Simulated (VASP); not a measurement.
**AlSe4: relaxation of cell and atoms with PBE**

Crystal: AlSe4.

```
Al Se
1.0
    -3.14097    3.14097    3.32634
     3.14097   -3.14097    3.32634
     3.14097    3.14097   -3.32634
Al Se
1 4
Direct
  0.00000 0.00000 0.00000
  0.52981 0.47019 0.50000
  0.97019 0.02981 0.50000
  0.02981 0.52981 0.05961
  0.47019 0.97019 0.94039
```

```yaml
Program: VASP 6.6.1
Task: relaxation of cell and atoms
Functional: PBE
Potentials_or_basis: VASP PAW PBE potentials, release 64 (Al, Se)
Cutoff: 600 eV
k_mesh: 4 × 4 × 4
Occupations: gaussian, width 0.1 eV
Spin: no spin polarisation
Dipole_correction: no
Further_INCAR_settings: ALGO = Normal; EDIFF = 1e-06; IBRION = 2; EDIFFG = -0.04; NSW = 90; ISIF = 3
```

| Quantity | Value |
| --- | --- |
| Relaxed volume | 24.30 Å³/atom |
| Relaxed cell | a = 5.536 Å, b = 5.536 Å, c = 5.536 Å, α = 119.13°, β = 119.13°, γ = 91.51° |
| Space group after relaxing (to 0.05 Å) | I4/mmm (No. 139) |
| Energy gained by relaxing | 263.6 meV/atom |
| Ionic steps | 23 |
| Pressure after relaxing | 0.0 GPa |
| Largest force after relaxing | 0.004 eV/Å |

Forces on the atoms (eV/Å):
```
Al   0.000  0.000  0.000
Se  -0.003  0.003  0.000
Se   0.003 -0.003  0.000
Se   0.003  0.003  0.000
Se  -0.003 -0.003  0.000
```

Stress tensor (GPa, compression positive):
```
-0.05  0.00  0.00
 0.00 -0.05  0.00
 0.00  0.00  0.09
```

Step by step:
```
step  energy change (eV)  largest force (eV/Å)  pressure (GPa)  volume (Å³)
   1              0.0000                0.3243           -5.73       131.27
   2             -0.4925                0.1592            0.92       114.14
   3             -0.4984                0.1411            1.86       112.57
   4             -0.8270                0.1290            3.37       110.98
   5             -0.1215                0.1072           16.40       103.90
   6             -0.9588                0.1301            5.03       109.55
   7             -0.9747                0.1556            6.68       108.46
   8             -1.1351                0.2105            4.06       113.49
   9             -1.1649                0.2362            2.22       118.46
  10             -1.1671                0.2318            2.54       117.46
  11             -1.2255                0.2409            0.73       119.91
  12             -1.2352                0.2411           -0.35       121.57
  13             -1.2353                0.2412           -0.27       121.46
  14             -1.2416                0.2312           -0.20       121.27
  15             -1.2579                0.2001            0.02       120.71
  16             -1.2783                0.1400            0.47       119.59
  17             -1.2718                0.0344            1.40       117.34
  18             -1.2831                0.0937            0.85       118.66
  19             -1.2908                0.0833            0.69       119.08
  20             -1.3077                0.0502            0.22       120.36
  21             -1.3141                0.0254           -0.67       122.94
  22             -1.3161                0.0009           -0.38       122.09
  23             -1.3182                0.0041            0.00       121.51
```

Final structure:
```yaml
crystal:
  lattice:
    - [-2.80442, 2.80442, 3.86256]
    - [2.80442, -2.80442, 3.86256]
    - [2.80442, 2.80442, -3.86256]
  atoms:
    - { symbol: Al, position: [0.00000, 0.00000, 0.00000] }
    - { symbol: Se, position: [0.49963, 0.50037, 0.50000] }
    - { symbol: Se, position: [0.00037, 0.99963, 0.50000] }
    - { symbol: Se, position: [0.99963, 0.49963, 0.99926] }
    - { symbol: Se, position: [0.50037, 0.00037, 0.00074] }
```

Levels at points of the mesh, in eV from the Fermi level:
```csv
k point,band 11,band 12,band 13,band 14,band 15,band 16,band 17
"(0.00, 0.00, 0.00)",-3.31,-3.12,0.43,1.86,1.86,2.59,2.81
"(0.50, 0.00, 0.00)",-2.51,-1.94,-0.95,-0.94,0.92,2.30,2.62
"(0.50, 0.50, 0.00)",-2.36,-2.06,-2.04,-1.72,-1.39,-1.39,1.30
"(0.50, 0.50, 0.50)",-1.37,-1.37,1.52,2.08,2.08,2.20,2.20
```

It took 11 min on 1 thread of Intel(R) Xeon(R) Platinum 8375C CPU @ 2.90GHz (Ice Lake) (shared host), peak memory 0.36 GiB.
